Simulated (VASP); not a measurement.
TaN:

```
Ta N
1.0
     0.00000    2.17900    2.17900
     2.17900    0.00000    2.17900
     2.17900    2.17900    0.00000
Ta N
1 1
Direct
  0.50000 0.50000 0.50000
  0.00000 0.00000 0.00000
```

* Program: VASP 6.6.1
* Task: relaxation of cell and atoms
* Functional: r2SCAN
* Potentials or basis: VASP PAW PBE potentials, release 64 (Ta_pv, N)
* Cutoff: 600 eV
* k mesh: 8 × 8 × 8
* Occupations: gaussian, width 0.1 eV
* Spin: no spin polarisation

At the start: pressure 12.2 GPa; volume 10.35 Å³/atom.

Question: Where does the relaxation end?

Answer: Over 3 steps the energy falls by 12.5 meV/atom and the volume is 10.70 Å³/atom (+3.4 %); space group Fm-3m (No. 225, to 0.05 Å).

Step by step:
```csv
step,energy change (eV),largest force (eV/Å),pressure (GPa),volume (Å³)
1,0.0000,0.0000,12.18,20.69
2,0.1126,0.0000,-23.27,23.14
3,-0.0250,0.0000,-0.33,21.39
```

Final structure:
```
Ta N
1.0
     0.00000    2.20336    2.20336
     2.20336    0.00000    2.20336
     2.20336    2.20336    0.00000
Ta N
1 1
Direct
  0.50000 0.50000 0.50000
  0.00000 0.00000 0.00000
```

Caveat: the PAW data sets were made with another functional, which shifts forces and pressure a little.
